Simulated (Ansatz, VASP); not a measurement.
**Two plane-wave programs on Zr2Si3**

The input INCAR:

```
PREC = Accurate
ENCUT = 520
EDIFF = 1E-7
ISMEAR = 0
SIGMA = 0.1
LREAL = False
LASPH = True
NELM = 100
ALGO = Normal
ISIF = 2
LWAVE = False
LCHARG = True
GGA = PE
LELF = True
LVHAR = True
NBANDS = 26
```

File KPOINTS:

```
Automatic mesh
0
Gamma
  4 4 4
```

The input POSCAR:

```
Zr2Si3
1.0
    4.4926824800      0.0000000000      0.0000000000
    0.0000000000      4.4926824800      0.0000000000
    0.0000000000      0.0000000000      4.4926824800
Zr Si
2 3
Direct
    0.0000000000      0.0000000000      0.0000000000
    0.5000000000      0.5000000000      0.5000000000
    0.5000000000      0.0000000000      0.0000000000
    0.0000000000      0.5000000000      0.0000000000
    0.0000000000      0.0000000000      0.5000000000
```

Input for Ansatz:

```yaml
crystal:
  lattice:
    - [4.49268248, 0.0, 0.0]
    - [0.0, 4.49268248, 0.0]
    - [0.0, 0.0, 4.49268248]
  atoms:
    - { symbol: Zr, position: [0.0, 0.0, 0.0] }
    - { symbol: Zr, position: [0.5, 0.5, 0.5] }
    - { symbol: Si, position: [0.5, 0.0, 0.0] }
    - { symbol: Si, position: [0.0, 0.5, 0.0] }
    - { symbol: Si, position: [0.0, 0.0, 0.5] }
basis:
  ecutwfc: 420
kpoints:
  mp_grid: { grid: [4, 4, 4] }
hamiltonian:
  xc: pbe
scf:
  occupations: { method: gaussian, width: 0.1 }
  lower_state_search: "off"
output:
  forces: true
  stress: true
  eigenvalues: true
```

Alike in both runs: task single point; functional PBE; k mesh 4 × 4 × 4; occupations gaussian, width 0.1 eV; no spin polarisation.

|  | VASP | Ansatz |
| --- | --- | --- |
| version | VASP 6.6.1 | Ansatz 0.2.0 |
| potentials or method | VASP PAW PBE potentials, release 64 (Zr_sv, Si), cutoff 520 eV | scalar-relativistic, plane waves, PAW |
| valence electrons in the cell | 36 | 36 |

|  | VASP | Ansatz | Ansatz less VASP |
| --- | --- | --- | --- |
| gap on the k mesh at the Fermi level (eV) | none | none | - |
| pressure (GPa) | 21.9 | 21.9 | -0.02 |

A gap of «none» marks a metal or a gap that the smearing closes. With one functional, cell and mesh, what is left measures potentials, basis and numerics.
